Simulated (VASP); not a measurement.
Set up this calculation in VASP 6.6.1, as the native input.

```
Task                            : G0W0 quasiparticle levels
Functional                      : r2SCAN
Potentials or basis             : VASP PAW PBE potentials, release 64 (K_sv_GW, F_GW)
Cutoff                          : 500 eV
k mesh                          : 4 × 4 × 4
Occupations                     : gaussian, width 0.01 eV
Spin                            : no spin polarisation
Dipole correction               : no
GW scheme                       : G0W0
GW iterations                   : 1
Cutoff of the response function : 80
Frequency points                : 96
Empty bands                     : 52
Mended                          : yes
Further INCAR settings          : ALGO = EVGW0; EDIFF = 1e-08; NBANDS = 60
```

The system is KF.

```
CELL_PARAMETERS angstrom
3.17887 0.00000 0.00000
0.00000 3.17887 0.00000
0.00000 0.00000 3.17887
ATOMIC_POSITIONS crystal
K 0.00000 0.00000 0.00000
F 0.50000 0.50000 0.50000
```

One way to write it, as run:

POSCAR

```
KF
1.0
    3.1788706666      0.0000000000      0.0000000000
    0.0000000000      3.1788706666      0.0000000000
    0.0000000000      0.0000000000      3.1788706666
K F
1 1
Direct
    0.0000000000      0.0000000000      0.0000000000
    0.5000000000      0.5000000000      0.5000000000
```

INCAR.step1

```
SYSTEM = KF
  PREC = Accurate
  ENCUT = 500
  EDIFF = 1E-8
  ISMEAR = 0
  SIGMA = 0.01
  LREAL = .FALSE.
  LASPH = .TRUE.
  NELM = 80
  ALGO = Normal
  LWAVE = .TRUE.
  LCHARG = .FALSE.
  METAGGA = R2SCAN
  LMIXTAU = .TRUE.
```

INCAR.step2

```
SYSTEM = KF
  PREC = Accurate
  ENCUT = 500
  EDIFF = 1E-8
  ISMEAR = 0
  SIGMA = 0.01
  LREAL = .FALSE.
  LASPH = .TRUE.
  NELM = 1
  ALGO = Exact
  LWAVE = .TRUE.
  LCHARG = .FALSE.
  METAGGA = R2SCAN
  LMIXTAU = .TRUE.
  NBANDS = 60
  LOPTICS = .TRUE.
  ISTART = 1
```

INCAR.step3

```
SYSTEM = KF
  PREC = Accurate
  ENCUT = 500
  EDIFF = 1E-8
  ISMEAR = 0
  SIGMA = 0.01
  LREAL = .FALSE.
  LASPH = .TRUE.
  ALGO = EVGW0
  LWAVE = .FALSE.
  LCHARG = .FALSE.
  METAGGA = R2SCAN
  LMIXTAU = .TRUE.
  NELMGW = 1
  NBANDS = 60
  ENCUTGW = 80.0
  NOMEGA = 96
  PRECFOCK = Fast
  ISTART = 1
  NBANDSGW = 16
  OMEGAMAX = 30
```

KPOINTS

```
Automatic mesh
0
G
  4 4 4
  0 0 0
```

Potentials or basis: VASP PAW PBE potentials, release 64 (K_sv_GW, F_GW).

The run is started by

```console
$ cat potpaw_PBE.64/K_sv_GW/POTCAR potpaw_PBE.64/F_GW/POTCAR > POTCAR
$ cp INCAR.step1 INCAR
$ mpirun -np 1 vasp_std > vasp.out
$ cp INCAR.step2 INCAR
$ mpirun -np 1 vasp_std > vasp.out
$ cp INCAR.step3 INCAR
$ mpirun -np 1 vasp_std > vasp.out
```

Results of the run:

```
Quasiparticle gap                                   : 10.67 eV
Least direct quasiparticle gap                      : 10.71 eV
Band gap of the starting levels on the mesh         : 7.74 eV
Least direct gap of the starting levels on the mesh : 7.77 eV
```

Caveat: the k points lie up to 0.49 Å⁻¹ apart; bands, screening cutoff and mesh are small and nothing is extrapolated, so the quasiparticle values aren't converged.

Run time: 67 s on 1 thread of Intel(R) Xeon(R) Platinum 8375C CPU @ 2.90GHz (Ice Lake), with other jobs on the host, peak memory 0.29 GiB.
